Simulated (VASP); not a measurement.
Wanted: the native input for a VASP 6.6.1 run.

- Task: single point
- Functional: PBE
- Potentials or basis: VASP PAW PBE potentials, release 64 (Cr_pv, C)
- Cutoff: 520 eV
- k mesh: 10 × 10 × 10
- Occupations: gaussian, width 0.1 eV
- Spin: collinear spin
- Starting moments: [1.22, 0.0, 0.0, 0.0, 0.0, -1.4] μB
- Dipole correction: no
- Further INCAR settings: ALGO = Normal; EDIFF = 1e-06; NBANDS = 29

The structure of CrC5 lies in POSCAR:

```
CrC5
1.0
    0.0000000000      3.2931325816      3.2931325816
    3.2931325816      0.0000000000      3.2931325816
    3.2931325816      3.2931325816      0.0000000000
Cr C
1 5
Direct
    0.2500000000      0.2500000000      0.2500000000
    0.4178958419      0.7463124742      0.4178958419
    0.4178958419      0.4178958419      0.4178958419
    0.7463124742      0.4178958419      0.4178958419
    0.4178958419      0.4178958419      0.7463124742
    0.7500000000      0.7500000000      0.7500000000
```

The cell was built from a structure type or drawn by symmetry, and may not be a known phase.

The input as run:

INCAR

```
PREC = Accurate
ENCUT = 520
EDIFF = 1E-6
ISMEAR = 0
SIGMA = 0.1
LREAL = F
LASPH = T
NELM = 150
ALGO = Normal
ISIF = 2
LWAVE = F
LCHARG = F
ISPIN = 2
MAGMOM = 1.22 0 0 0 0 -1.4
LORBIT = 11
LMAXMIX = 4
GGA = PE
NBANDS = 29
```

KPOINTS

```
regular mesh
0
Gamma
  10 10 10
```

Potentials or basis: VASP PAW PBE potentials, release 64 (Cr_pv, C).

Command:

```sh
$ cat potpaw_PBE.64/Cr_pv/POTCAR potpaw_PBE.64/C/POTCAR > POTCAR
$ mpirun -np 1 vasp_std > vasp.out
```

It gave:

```
Pressure                                              : 0.3 GPa
Largest force                                         : 0.130 eV/Å
Net moment                                            : -0.20 μB per cell
Site moments                                          : Cr +1.38; C -0.04, -0.80 (each value once) μB
Valence electrons inside the program's atomic spheres : Cr 11.04; C 2.47, 2.00 (each value once)
```

It took 2.4 min on 1 thread of Intel(R) Xeon(R) Platinum 8488C (Sapphire Rapids), with other jobs on the host, peak memory 0.33 GiB.
